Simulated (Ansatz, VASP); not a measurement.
## Two plane-wave programs on Sr

```xyz
1
Lattice="0.0000 2.9564 2.9564 2.9564 0.0000 2.9564 2.9564 2.9564 0.0000" Properties=species:S:1:pos:R:3 pbc="T T T"
Sr    0.0000    0.0000    0.0000
```

Alike in both runs: task single point; functional PBEsol; k mesh 12 × 12 × 12; occupations gaussian, width 0.05 eV; no spin polarisation.

|  | VASP | Ansatz |
| --- | --- | --- |
| version | VASP 6.6.1 | Ansatz 0.2.0 |
| potentials or method | VASP PAW PBE potentials, release 64 (Sr_sv), cutoff 520 eV | scalar-relativistic, plane waves, PAW |
| valence electrons in the cell | 10 | 10 |

```tsv
	VASP	Ansatz	Ansatz less VASP
pressure (GPa)	0.0	0.0	-0.01
```

VASP's potentials were made for PBE, not for PBEsol. The functional is the same, so the differences come from potentials, cutoffs and numerics.
